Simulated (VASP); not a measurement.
# Ti (P6_3/mmc) in VASP: a series of runs

The runs below take Ti through relaxation of shape and atoms at fixed volume, single point, with PBEsol.

Everything below comes from runs of VASP 6.6.1. Logs are shortened: lines on timing, memory, paths and dates and some standing lists are left out, and cuts for length are marked.

### Step 1. The cell of the first run

Symmetry: P6_3/mmc, No. 194, hexagonal system. Conventional cell: a = 2.921 Å, b = 2.921 Å, c = 4.633 Å, α = 90.00°, β = 90.00°, γ = 120.00°. Ti (site symmetry -6m2) has 12 Ti at 2.87 to 2.92 Å within 3.8 Å.

### Step 2. Relaxation of shape and atoms at fixed volume, PBEsol (volume scaled by 1.02)

INCAR

```
PREC = Accurate ; ENCUT = 600
EDIFF = 1E-6 ; ISMEAR = -1
SIGMA = 0.15 ; LREAL = False
LASPH = True ; NELM = 100
ALGO = Fast ; ISIF = 4
LWAVE = False ; LCHARG = False
GGA = PS ; IBRION = 2
NSW = 80 ; EDIFFG = -0.001
```

KPOINTS

```
regular mesh
0
Gamma
  18 18 10
```

POSCAR

```
Ti
1.0
    2.9214167741      0.0000000000      0.0000000000
   -1.4607083871      2.5300211414      0.0000000000
    0.0000000000      0.0000000000      4.6325227496
Ti
2
Direct
    0.3333333333      0.6666666667      0.2500000000
    0.6666666667      0.3333333333      0.7500000000
```

Potentials or basis: VASP PAW PBE potentials, release 64 (Ti_sv).

Started as:

```bash
$ cat potpaw_PBE.64/Ti_sv/POTCAR > POTCAR
$ mpirun -np 1 vasp_std > vasp.out
```

OUTCAR:

```text
PREC = Accurate
   ENCUT = 600
   EDIFF = 1E-6
   ISMEAR = -1
   LREAL = False
   LASPH = True
   NELM = 100
   ISIF = 4
   GGA = PS
   IBRION = 2
   NSW = 80
   EDIFFG = -0.001

 ion  position               nearest neighbor table
   1  0.333  0.667  0.250-   2 2.87   2 2.87   2 2.87   2 2.87   2 2.87   2 2.87
   2  0.667  0.333  0.750-   1 2.87   1 2.87   1 2.87   1 2.87   1 2.87   1 2.87

  LATTYP: Found a hexagonal cell.
 ALAT       =     2.9214167741
 C/A-ratio  =     1.5857110121

  Lattice vectors:

 A1 = (   2.9214167741,   0.0000000000,   0.0000000000)
 A2 = (  -1.4607083871,   2.5300211414,   0.0000000000)
 A3 = (   0.0000000000,   0.0000000000,   4.6325227496)

Analysis of symmetry for initial positions (statically):
=====================================================================
 Subroutine PRICEL returns:
 Original cell was already a primitive cell.

 Routine SETGRP: Setting up the symmetry group for a
 hexagonal supercell.

 Subroutine GETGRP returns: Found 24 space group operations
 (whereof 12 operations were pure point group operations)
 out of a pool of 24 trial point group operations.

The static configuration has the point symmetry D_3d.
 The point group associated with its full space group is D_6h.

Analysis of symmetry for dynamics (positions and initial velocities):
=====================================================================
 Subroutine PRICEL returns:
 Original cell was already a primitive cell.

 Routine SETGRP: Setting up the symmetry group for a
 hexagonal supercell.

 Subroutine GETGRP returns: Found 24 space group operations
 (whereof 12 operations were pure point group operations)
 out of a pool of 24 trial point group operations.

The dynamic configuration has the point symmetry D_3d.
 The point group associated with its full space group is D_6h.

 Subroutine INISYM returns: Found 24 space group operations
 (whereof 12 operations are pure point group operations),
 and found     1 'primitive' translations

----------------------------------------------------------------------------------------

                                     Primitive cell

  volume of cell :      34.2401

  direct lattice vectors                    reciprocal lattice vectors
     2.921416774  0.000000000  0.000000000     0.342299671  0.197626807  0.000000000
[... 95 lines left out ...]
   TEBEG  =    0.0;   TEEND  =   0.0 temperature during run
   PSTRESS=    0.0 pullay stress
   NELECT =      24.0000    total number of electrons
   NUPDOWN=      -1.0000    fix difference up-down
   EMIN   =  10.00;   EMAX   =-10.00  energy-range for DOS
   EFERMI =   0.00;   METHOD = LEGACY
   ISMEAR =    -1;   SIGMA  =   0.15  broadening in eV -4-tet -1-fermi 0-gaus
   EFERMI_NEDOS =   21; number of points for ismear=-14 and -15
   IALGO  =     68    algorithm
   IMIX   =      4    mixing-type and parameters
     AMIX     =   0.40;   BMIX     =  1.00
     AMIX_MAG =   1.60;   BMIX_MAG =  1.00
  volume/ion in A,a.u.               =      17.12       115.53
  Fermi-wavevector in a.u.,A,eV,Ry     =   1.454231  2.748099 28.773449  2.114789
  Thomas-Fermi vector in A             =   2.571406
   LORBIT       =      0    0 simple, 1 ext, 2 COOP (PROOUT), +10 PAW based schemes
   GGA     = PS    functional components
   LHFCALC =     F    Hartree Fock is set to
   AEXX    =    0.0000 exact exchange contribution
   IVDW    =     0    specifies the selected vdW correction
   LEPSILON=     F    determine dielectric tensor
   LRPA    =     F    only Hartree local field effects (RPA)
 conjugate gradient relaxation of ions
 non-spin polarized calculation
 RMM-DIIS sequential band-by-band and
  energy-cutoff  :      600.00
  volume of cell :       34.24
 maximum number of plane-waves:      1170
 NGX is ok and might be reduce to    24
   NGX = 11   NGY = 11   NGZ = 19

--------------------------------------- Ionic step        1  -------------------------------------------

 number of electron      23.9999992 magnetization

 Free energy of the ion-electron system (eV)
  ---------------------------------------------------
  ext. energy  EPLUGINS =         0.00000000
  ---------------------------------------------------
  free energy    TOTEN  =       -16.75673239 eV

  energy without entropy =      -16.56816337  energy(sigma->0) =      -16.66244788

------------------------ aborting loop because EDIFF is reached ----------------------------------------

  FORCE on cell =-STRESS in cart. coord.  units (eV):
  Direction    XX          YY          ZZ          XY          YZ          ZX
  --------------------------------------------------------------------------------------
  -------------------------------------------------------------------------------------
  Total       -0.5347420     -0.5347420     -0.5443703      0.0000000      0.0000000      0.0000000
  in kB      -25.0218641    -25.0218641    -25.4723970      0.0000000      0.0000000      0.0000000
  external PRESSURE =     -25.1720418 kB  Pullay stress =       0.0000000 kB
[... 95 lines left out ...]
--------------------------------------- Ionic step        4  -------------------------------------------

 number of electron      23.9999992 magnetization

 Free energy of the ion-electron system (eV)
  ---------------------------------------------------
  ext. energy  EPLUGINS =         0.00000000
  ---------------------------------------------------
  free energy    TOTEN  =       -16.75674086 eV

  energy without entropy =      -16.56819630  energy(sigma->0) =      -16.66246858

 E-fermi :   8.3186     XC(G=0): -11.7027

 val. band max:        8.3179005424   @ k =   0.3889   0.2222   0.3000
 cond. band min:       8.3197105349   @ k =   0.1111   0.1111   0.3000
 fundamental gap:      0.0018099925
 Fermi energy:         8.3186300810

 k-point     1 :       0.0000    0.0000    0.0000
  band No.  band energies     occupation
      1     -48.2235      2.00000
      2     -48.0757      2.00000
      3     -24.9222      2.00000
      4     -24.2591      2.00000
      5     -24.2591      2.00000
      6     -24.1688      2.00000
[... 433 lines left out ...]
      3     -24.7324      2.00000
      4     -24.6072      2.00000
      5     -24.5972      2.00000
      6     -24.4359      2.00000
[... 8 lines left out ...]
     15       9.5557      0.00052
     16      11.5510      0.00000

 [... further k-points ...]

------------------------ aborting loop because EDIFF is reached ----------------------------------------

  FORCE on cell =-STRESS in cart. coord.  units (eV):
  Direction    XX          YY          ZZ          XY          YZ          ZX
  --------------------------------------------------------------------------------------
  -------------------------------------------------------------------------------------
  Total       -0.5342349     -0.5342349     -0.5312578      0.0000000      0.0000000     -0.0000000
  in kB      -24.9981335    -24.9981335    -24.8588285      0.0000000      0.0000000     -0.0000000
  external PRESSURE =     -24.9516985 kB  Pullay stress =       0.0000000 kB
[... 17 lines left out ...]
  FREE ENERGIE OF THE ION-ELECTRON SYSTEM (eV)
  ---------------------------------------------------
  free  energy   TOTEN  =       -16.7567408630 eV

  energy  without entropy=      -16.5681963043  energy(sigma->0) =      -16.66246858

 reached required accuracy - stopping structural energy minimisation
```

OSZICAR:

```text
N       E                     dE             d eps       ncg     rms          rms(c)
DAV:   1     0.258937680050E+03    0.25894E+03   -0.14691E+04  7104   0.205E+03
DAV:   2     0.106978940483E+02   -0.24824E+03   -0.24685E+03  7224   0.519E+02
[... 46 lines left out ...]
   3 F= -.16756739E+02 E0= -.16662497E+02  d E =-.710435E-05
       N       E                     dE             d eps       ncg     rms          rms(c)
DAV:   1    -0.167567541109E+02   -0.15326E-04   -0.73517E-04  9776   0.384E-01    0.262E-02
RMM:   2    -0.167567441202E+02    0.99907E-05   -0.26919E-05  8090   0.612E-02    0.127E-02
RMM:   3    -0.167567407243E+02    0.33959E-05   -0.82275E-06  7080   0.275E-02    0.965E-04
RMM:   4    -0.167567408630E+02   -0.13868E-06   -0.21906E-06  5659   0.108E-02
   4 F= -.16756741E+02 E0= -.16662469E+02  d E =-.847191E-05
```

It took 3.5 min on 1 thread of Intel Xeon 6975P-C (Granite Rapids), shared host; peak memory 0.25 GiB.

What came out:

```
Free energy               : -16.7567 eV
Energy gained by relaxing : 0.0 meV/atom
Ionic steps               : 4
Pressure after relaxing   : -2.5 GPa
Band gap on the k mesh    : zero (band 12 reaches 9.15 eV, above the bottom of band 13 at 8.04 eV)
```

Final structure:
```cif
data_structure
_symmetry_space_group_name_H-M 'P 1'
_symmetry_Int_Tables_number 1
_cell_length_a 2.9219
_cell_length_b 2.9219
_cell_length_c 4.6310
_cell_angle_alpha 90.000
_cell_angle_beta 90.000
_cell_angle_gamma 120.000
_cell_volume 34.24
loop_
_atom_site_label
_atom_site_type_symbol
_atom_site_fract_x
_atom_site_fract_y
_atom_site_fract_z
_atom_site_occupancy
Ti1 Ti 0.33333 0.66667 0.25000 1
Ti2 Ti 0.66667 0.33333 0.75000 1
```

Caveat: the cell differs from its parent crystal (volume scaled by 1.02); the PAW data sets were made with another functional, which shifts forces and pressure a little.

### Step 3. Single point, PBEsol

This run uses another cell than the first one, of 16.72 Å³/atom, 0.977 times its volume.

INCAR

```
SYSTEM = Ti
  ALGO = Fast
  EDIFF = 1E-6
  ENCUT = 520
  GGA = PS
  ISIF = 2
  ISMEAR = 0
  LASPH = .True.
  LCHARG = .True.
  LELF = .True.
  LREAL = .False.
  LVHAR = .True.
  LWAVE = .False.
  NBANDS = 19
  NELM = 80
  PREC = Accurate
  SIGMA = 0.1
```

KPOINTS

```
k-points
0
Gamma
  18 18 10
  0 0 0
```

POSCAR

```
Ti
1.0
    2.9004352003      0.0000000000      0.0000000000
   -1.4502176001      2.5118505655      0.0000000000
    0.0000000000      0.0000000000      4.5909904468
Ti
2
Direct
    0.3333333333      0.6666666667      0.2500000000
    0.6666666667      0.3333333333      0.7500000000
```

Potentials or basis: VASP PAW PBE potentials, release 64 (Ti_sv).

Started as:

```bash
$ cat potpaw_PBE.64/Ti_sv/POTCAR > POTCAR
$ mpirun -np 1 vasp_std > vasp.out
```

Wall time 11 min (1 thread of AMD EPYC 7R43 (Zen 3), shared host); peak memory 0.2 GiB.

The run converged. Its results:

```yaml
Free_energy: -16.6840 eV
Pressure: -0.4 GPa
Band_gap_on_the_k_mesh: zero (band 12 reaches 9.40 eV, above the bottom of band 13 at 8.29 eV)
```

Levels at points of the mesh, in eV from the Fermi level:
```csv
k point,band 9,band 10,band 11,band 12,band 13,band 14,band 15,band 16
"(0.00, 0.00, 0.00)",-6.31,-2.80,0.78,0.78,0.89,0.91,1.31,1.31
"(0.50, 0.00, 0.00)",-2.41,-2.28,-1.96,-0.59,0.46,0.65,1.23,3.51
"(0.00, 0.00, 0.50)",-4.39,-4.39,0.08,0.08,0.68,0.68,0.68,0.68
"(0.50, 0.00, 0.50)",-2.66,-2.66,-0.87,-0.87,1.43,1.43,1.79,1.79
```

Caveat: the PAW data sets were made with another functional, which shifts forces and pressure a little.

### Step 4. Single point, PBEsol

This run uses another cell than the first one, of 16.72 Å³/atom, 0.977 times its volume.

INCAR

```
  PREC = Accurate
  ENCUT = 520
  EDIFF = 1E-6
  ISMEAR = 0
  SIGMA = 0.15
  LREAL = F
  LASPH = T
  NELM = 100
  ALGO = Fast
  ISIF = 2
  LWAVE = F
  LCHARG = F
  GGA = PS
  NBANDS = 19
```

KPOINTS

```
Automatic mesh
0
Gamma
  24 24 14
```

POSCAR is that of step 3.

Potentials or basis: VASP PAW PBE potentials, release 64 (Ti_sv).

Started as:

```bash
$ cat potpaw_PBE.64/Ti_sv/POTCAR > POTCAR
$ mpirun -np 1 vasp_std > vasp.out
```

OUTCAR:

```text
PREC = Accurate
   ENCUT = 520
   EDIFF = 1E-6
   ISMEAR = 0
   LREAL = F
   LASPH = T
   NELM = 100
   ISIF = 2
   GGA = PS

 ion  position               nearest neighbor table
   1  0.333  0.667  0.250-   2 2.84   2 2.84   2 2.84   2 2.84   2 2.84   2 2.84
   2  0.667  0.333  0.750-   1 2.84   1 2.84   1 2.84   1 2.84   1 2.84   1 2.84

  LATTYP: Found a hexagonal cell.
 ALAT       =     2.9004352003
 C/A-ratio  =     1.5828626153

  Lattice vectors:

 A1 = (   2.9004352003,   0.0000000000,   0.0000000000)
 A2 = (  -1.4502176001,   2.5118505655,   0.0000000000)
 A3 = (   0.0000000000,   0.0000000000,   4.5909904468)

Analysis of symmetry for initial positions (statically):
=====================================================================
 Subroutine PRICEL returns:
 Original cell was already a primitive cell.

 Routine SETGRP: Setting up the symmetry group for a
 hexagonal supercell.

[... 164 lines left out ...]
  ext. energy  EPLUGINS =         0.00000000
  ---------------------------------------------------
  free energy    TOTEN  =       -16.69007454 eV

  energy without entropy =      -16.66715904  energy(sigma->0) =      -16.67861679

 E-fermi :   8.6125     XC(G=0): -11.8173

 val. band max:        8.6109490377   @ k =   0.1250   0.0833   0.3571
 cond. band min:       8.6177137992   @ k =   0.0833   0.0417   0.1429
 fundamental gap:      0.0067647615
 Fermi energy:         8.6124730361

 k-point     1 :       0.0000    0.0000    0.0000
  band No.  band energies     occupation
      1     -47.9519      2.00000
      2     -47.7889      2.00000
      3     -24.6900      2.00000
      4     -23.9591      2.00000
      5     -23.9591      2.00000
      6     -23.8771      2.00000
[... 505 lines left out ...]
      6     -24.1266      2.00000
[... 11 lines left out ...]
     18      12.3569      0.00000
     19      13.1479      0.00000

 [... further k-points ...]

------------------------ aborting loop because EDIFF is reached ----------------------------------------

  FORCE on cell =-STRESS in cart. coord.  units (eV):
  Direction    XX          YY          ZZ          XY          YZ          ZX
  --------------------------------------------------------------------------------------
  -------------------------------------------------------------------------------------
  Total       -0.0644037     -0.0644037     -0.0745076     -0.0000000     -0.0000000      0.0000000
  in kB       -3.0850208     -3.0850208     -3.5690098     -0.0000000     -0.0000000      0.0000000
  external PRESSURE =      -3.2463505 kB  Pullay stress =       0.0000000 kB

 VOLUME and BASIS-vectors are now :
 -----------------------------------------------------------------------------
  energy-cutoff  :      520.00
  volume of cell :       33.45
      direct lattice vectors                 reciprocal lattice vectors
     2.900435200  0.000000000  0.000000000     0.344775846  0.199056428  0.000000000
    -1.450217600  2.511850566  0.000000000     0.000000000  0.398112855  0.000000000
     0.000000000  0.000000000  4.590990447     0.000000000  0.000000000  0.217817922

 POSITION                                       TOTAL-FORCE (eV/Angst)
 -----------------------------------------------------------------------------------
     -0.00000      1.67457      1.14775        -0.000000      0.000000      0.000000
      1.45022      0.83728      3.44324         0.000000      0.000000      0.000000
 -----------------------------------------------------------------------------------
    total drift:                               -0.000000      0.000000     -0.000000

  FREE ENERGIE OF THE ION-ELECTRON SYSTEM (eV)
  ---------------------------------------------------
  free  energy   TOTEN  =       -16.6900745436 eV

  energy  without entropy=      -16.6671590351  energy(sigma->0) =      -16.67861679
```

OSZICAR:

```text
N       E                     dE             d eps       ncg     rms          rms(c)
DAV:   1     0.261619021991E+03    0.26162E+03   -0.12986E+04 18584   0.158E+03
DAV:   2     0.112482660976E+02   -0.25037E+03   -0.24631E+03 19080   0.441E+02
DAV:   3    -0.176782497649E+02   -0.28927E+02   -0.28585E+02 34399   0.124E+02
[... 28 lines left out ...]
RMM:  32    -0.166900708210E+02   -0.14832E-05   -0.18204E-05 21589   0.181E-02    0.193E-03
RMM:  33    -0.166900721283E+02   -0.13072E-05   -0.15963E-05 18055   0.156E-02    0.214E-03
RMM:  34    -0.166900730876E+02   -0.95937E-06   -0.11946E-05 18474   0.145E-02    0.213E-03
RMM:  35    -0.166900739146E+02   -0.82700E-06   -0.10360E-05 19166   0.129E-02    0.206E-03
RMM:  36    -0.166900745436E+02   -0.62900E-06   -0.81624E-06 17439   0.114E-02
   1 F= -.16690075E+02 E0= -.16678617E+02  d E =-.229155E-01
```

It took 20 min on 1 thread of AMD EPYC 7R43 (Zen 3), shared host; peak memory 0.31 GiB.

What came out:

| Property | Result |
| --- | --- |
| Free energy | -16.6901 eV |
| Pressure | -0.3 GPa |
| Band gap on the k mesh | zero (band 12 reaches 9.41 eV, above the bottom of band 13 at 8.25 eV) |

Caveat: the PAW data sets were made with another functional, which shifts forces and pressure a little.

### Step 5. Summary

```csv
task,cell,k mesh,cutoff (eV),smearing,gap on the mesh (eV),pressure (GPa)
relaxation of shape and atoms at fixed volume,"relaxed from a = 2.921, b = 2.921, c = 4.633 Å, angles 90.0, 90.0, 120.0°, 2 atoms",18 × 18 × 10,600,fermi-dirac 0.15 eV,none,-2.5
single point,"a = 2.900, b = 2.900, c = 4.591 Å, angles 90.0, 90.0, 120.0°, 2 atoms",18 × 18 × 10,520,gaussian 0.1 eV,none,-0.4
single point,"a = 2.900, b = 2.900, c = 4.591 Å, angles 90.0, 90.0, 120.0°, 2 atoms",24 × 24 × 14,520,gaussian 0.15 eV,none,-0.3
```

Alike in all rows: level PBEsol; potentials or basis VASP PAW PBE potentials, release 64 (Ti_sv); no spin polarisation.

Caveats: the PAW data sets were made with another functional, which shifts forces and pressure a little.

Total energies depend on the potentials used, so only differences within one code and one set of settings carry meaning.
